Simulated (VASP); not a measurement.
Runs of VASP 6.6.1 on Ca2Se. The structure is that of space group P-6m2 (No. 187), or close to it. The cells are those of the table. 

| task | cell | k mesh | cutoff (eV) | gap on the mesh (eV) | pressure (GPa) | relaxed volume (Å³/atom) | largest force (eV/Å) |
| --- | --- | --- | --- | --- | --- | --- | --- |
| single point | a = 4.016, b = 4.016, c = 7.223 Å, angles 90.0, 90.0, 120.0°, 3 atoms | 6 × 6 × 4 | 520 | none | 0.1 | - | - |
| single point | a = 4.020, b = 4.020, c = 7.184 Å, angles 90.0, 90.0, 120.0°, 3 atoms | 12 × 12 × 6 | 520 | none | 0.1 | - | (a) |
| relaxation of cell and atoms | relaxed from a = 4.016, b = 4.016, c = 7.223 Å, angles 90.0, 90.0, 120.0°, 3 atoms | 12 × 12 × 6 | 600 | none | 0.0 | 33.65 | - |
| single point | a = 4.000, b = 4.000, c = 7.252 Å, angles 90.0, 90.0, 120.0°, 3 atoms | 6 × 6 × 2 | 520 | none | (b) | - | 0.04 |
| relaxation of cell and atoms | relaxed from a = 2.881, b = 2.881, c = 14.179 Å, angles 90.0, 90.0, 120.0°, 3 atoms | 6 × 6 × 2 | 600 | none | - | 68.67 | 0.03 |

Alike in all rows: level PBE; potentials or basis VASP PAW PBE potentials, release 64 (Ca_sv, Se); no spin polarisation; smearing gaussian 0.1 eV.

Problem. Estimate the missing entries.

Solution. (a) 0.02; (b) 0.3.

Caveats: some runs use coarse meshes; the volume moved by over 15 % at a fixed basis, so the end points are rough (some runs).

A k mesh can miss the band edges, and the runs leave out spin-orbit coupling on Se.

A gap of «none» marks levels without a gap at the run's occupations.
